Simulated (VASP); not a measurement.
Here is a VASP 6.6.1 calculation.

File INCAR:

```
ALGO = Normal ; EDIFF = 1E-6
ENCUT = 520 ; GGA = PE
ISIF = 2 ; ISMEAR = -1
IVDW = 12 ; LASPH = True
LCHARG = False ; LREAL = Auto
LWAVE = False ; NBANDS = 186
NELM = 100 ; PREC = Accurate
SIGMA = 0.15
```

Contents of KPOINTS:

```
k-points
0
Gamma
  3 2 1
```

The input POSCAR:

```
Ru
1.0
    5.4000000000      0.0000000000      0.0000000000
    4.0500000000      7.0148060000      0.0000000000
    0.0000000000      0.0000000000     19.4152000000
Ru
24
Direct
   -0.1666666833      0.2222222278      0.0515060000
    0.3333333167      0.2222222278      0.0515060000
   -0.1666666833      0.5555555611      0.0515060000
    0.3333333167      0.5555555611      0.0515060000
   -0.1666666833      0.8888888944      0.0515060000
    0.3333333167      0.8888888944      0.0515060000
   -0.0000000156     -0.0000000039      0.1581696388
    0.4999999844     -0.0000000039      0.1581696388
   -0.0000000156      0.3333333294      0.1581696388
    0.4999999844      0.3333333294      0.1581696388
   -0.0000000156      0.6666666628      0.1581696388
    0.4999999844      0.6666666628      0.1581696388
   -0.1666666908      0.2222222321      0.2678038647
    0.3333333092      0.2222222321      0.2678038647
   -0.1666666908      0.5555555655      0.2678038647
    0.3333333092      0.5555555655      0.2678038647
   -0.1666666908      0.8888888988      0.2678038647
    0.3333333092      0.8888888988      0.2678038647
   -0.0000000321      0.0000000145      0.3743337572
    0.4999999679      0.0000000145      0.3743337572
   -0.0000000321      0.3333333479      0.3743337572
    0.4999999679      0.3333333479      0.3743337572
   -0.0000000321      0.6666666812      0.3743337572
    0.4999999679      0.6666666812      0.3743337572
```

Potentials or basis: VASP PAW PBE potentials, release 64 (Ru_pv).

Run with:

```bash
$ cat potpaw_PBE.64/Ru_pv/POTCAR > POTCAR
$ mpirun -np 1 vasp_std > vasp.out
```

(1) What does it give for the dispersion energy per atom?

(2) Predict the band gap on the k mesh.

## Answers

(1) -0.465 eV.

(2) zero (bands 168 and 169 overlap by 0.44 eV).

Caveat: the k points lie up to 0.45 Å⁻¹ apart; there is no dipole correction, which matters where the two faces differ.
